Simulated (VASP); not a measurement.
Write the native input for VASP 6.6.1 that does the following.

```yaml
Task: single point
Functional: PBE
Potentials_or_basis: VASP PAW PBE potentials, release 64 (In_d, Se)
Cutoff: 520 eV
k_mesh: 13 × 13 × 3
Occupations: fermi-dirac, width 0.05 eV
Spin: no spin polarisation
Dipole_correction: no
Further_INCAR_settings: ALGO = Normal; EDIFF = 1e-07; NBANDS = 48
```

The structure of InSe lies in POSCAR:

```
InSe
1.0
    3.9673225164      0.0000000000      0.0000000000
   -1.9836612582      3.4358020842      0.0000000000
    0.0000000000      0.0000000000     16.5843928206
In Se
4 4
Direct
    0.3333333333      0.6666666667      0.1663646152
    0.6666666667      0.3333333333      0.6663646152
    0.3333333333      0.6666666667      0.3336353848
    0.6666666667      0.3333333333      0.8336353848
    0.3333333333      0.6666666667      0.5872100747
    0.6666666667      0.3333333333      0.0872100747
    0.3333333333      0.6666666667      0.9127899253
    0.6666666667      0.3333333333      0.4127899253
```

This cell differs from its parent crystal: volume scaled by 0.94, then relaxed in part.

These files were run (other wordings do the same):

INCAR

```
SYSTEM = InSe
  PREC = Accurate
  ENCUT = 520
  EDIFF = 1E-7
  ISMEAR = -1
  SIGMA = 0.05
  LREAL = .FALSE.
  LASPH = .TRUE.
  NELM = 80
  ALGO = Normal
  ISIF = 2
  LWAVE = .FALSE.
  LCHARG = .FALSE.
  GGA = PE
  NBANDS = 48
```

KPOINTS

```
Automatic mesh
0
G
  13 13 3
  0 0 0
```

Potentials or basis: VASP PAW PBE potentials, release 64 (In_d, Se).

The run is started by

```sh
$ cat potpaw_PBE.64/In_d/POTCAR potpaw_PBE.64/Se/POTCAR > POTCAR
$ mpirun -np 1 vasp_std > vasp.out
```

Results of the run:

| Item | Value |
| --- | --- |
| Pressure | 3.4 GPa |
| Largest force | 0.017 eV/Å |
| Band gap on the k mesh | 0.54 eV, direct |

Caveat: spin-orbit coupling is left out, which moves the levels of the heavy elements; this functional lacks dispersion, which binds the layers, so the pressure and a relaxed spacing across them are unreliable.

Wall time 12 min on 1 thread of Oxide Virtual Turin-like Processor, with other jobs on the host, peak memory 0.52 GiB.
